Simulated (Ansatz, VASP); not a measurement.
**One calculation of ZnSnN, two programs**

```xyz
3
Lattice="4.5770 0.0000 0.0000 -2.2885 3.9638 0.0000 0.0000 0.0000 2.8360" Properties=species:S:1:pos:R:3 pbc="T T T"
Zn    0.0000    2.6425    0.0000
Sn    2.2885    1.3213    0.0000
N     0.0000    0.0000    1.4180
```

Change from the starting cell: species swapped into the TmNiAs type (P-6m2, No. 187).

Alike in both runs: functional PBE; k mesh 6 × 6 × 4; occupations gaussian, width 0.1 eV; no spin polarisation.

Ansatz relaxed the structure, and its values are those at the end. VASP's run is a single point on that final structure, the one shown.

```csv
,VASP,Ansatz
version,VASP 6.6.1,Ansatz 0.2.0
potentials or method,"VASP PAW PBE potentials, release 64 (Zn, Sn_d, N), cutoff 520 eV","scalar-relativistic, plane waves, PAW"
valence electrons in the cell,31,31
```

|  | VASP | Ansatz | Ansatz less VASP |
| --- | --- | --- | --- |
| gap on the k mesh at the Fermi level (eV) | none | none | - |
| pressure (GPa) | -0.2 | -0.3 | -0.03 |

A gap of «none» marks a metal or a gap that the smearing closes.

The k mesh is coarse, so the values compare programs but aren't converged.
